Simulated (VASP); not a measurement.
## HfZr2S6: single point with PBE

The system is HfZr2S6.

```
CELL_PARAMETERS angstrom
6.36372 0.00000 0.00000
-3.18186 5.51115 0.00000
0.00000 0.00000 6.77641
ATOMIC_POSITIONS crystal
Zr 0.66667 0.33333 0.00000
Zr 0.33333 0.66667 0.00000
Hf 0.00000 0.00000 0.00000
S 0.33102 0.33102 0.78636
S 0.00000 0.66898 0.78636
S 0.66898 0.00000 0.78636
S 0.00000 0.33102 0.21364
S 0.66898 0.66898 0.21364
S 0.33102 0.00000 0.21364
```

- Program: VASP 6.6.1
- Task: single point
- Functional: PBE
- Potentials or basis: VASP PAW PBE potentials, release 64 (Zr_sv, Hf_pv, S)
- Cutoff: 520 eV
- k mesh: 6 × 6 × 4
- Occupations: gaussian, width 0.02 eV
- Spin: no spin polarisation

```yaml
Pressure: -0.2 GPa
Largest_force: 0.040 eV/Å
Band_gap_on_the_k_mesh: 1.16 eV (least direct gap 1.68 eV)
```

Forces in eV/Å, atoms in the order of the input:
```
Zr   0.000  0.000  0.000
Zr   0.000  0.000  0.000
Hf   0.000  0.000  0.000
S   -0.018 -0.031  0.017
S   -0.018  0.031  0.017
S    0.036  0.000  0.017
S    0.018 -0.031 -0.017
S    0.018  0.031 -0.017
S   -0.036  0.000 -0.017
```

Levels at points of the mesh, in eV from the valence-band top:
```
           k point  band 32  band 33  band 34  band 35  band 36  band 37  band 38  band 39
(0.00, 0.00, 0.00)    -1.45    -0.42     0.00     0.00     1.79     1.79     2.34     2.36
(0.50, 0.00, 0.00)    -1.33    -0.99    -0.44    -0.41     1.27     2.05     2.25     2.42
(0.00, 0.00, 0.50)    -1.58    -1.16    -0.02    -0.02     1.78     1.78     2.39     2.47
(0.50, 0.00, 0.50)    -1.00    -0.95    -0.57    -0.53     1.16     2.14     2.26     2.33
```

It took 3.5 min on 1 thread of Intel(R) Xeon(R) Platinum 8488C (Sapphire Rapids), on a shared host, peak memory 0.46 GiB.

Caveat: spin-orbit coupling is left out, which moves the levels of the heavy elements; this functional lacks dispersion, which binds the layers, so the pressure and a relaxed spacing across them are unreliable. A k mesh can miss the band edges.
